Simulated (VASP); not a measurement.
Crystal: HgTe (Coloradoite).

```xyz
2
Lattice="0.0000 3.2145 3.2145 3.2145 0.0000 3.2145 3.2145 3.2145 0.0000" Properties=species:S:1:pos:R:3 pbc="T T T"
Hg    0.0000    0.0000    0.0000
Te    4.8217    4.8217    4.8217
```

Program: VASP 6.6.1. Alike in all runs: task single point; potentials or basis VASP PAW PBE potentials, release 64 (Hg, Te); no spin polarisation; cell as given; cutoff (eV) 520; smearing fermi-dirac 0.05 eV.

Task: Order these runs on this cell by their pressure, lowest first.
A. level r2SCAN-based global hybrid; k mesh 4 × 4 × 4; grid for exact exchange (PRECFOCK) Normal; share of exact exchange 0.5
B. level BLYP; k mesh 7 × 7 × 7
C. level PBE; k mesh 4 × 4 × 4
D. level BLYP+D3(BJ); k mesh 7 × 7 × 7
E. level PBE exchange alone; k mesh 7 × 7 × 7

Result: A (0.8 GPa), D (3.2 GPa), C (5.1 GPa), B (8.2 GPa), E (12.7 GPa).

Caveats: some runs use coarse meshes; the PAW data sets were made with another functional, which shifts forces and pressure a little (some runs); pairwise dispersion overbinds metals, which lowers pressure and volume (some runs).
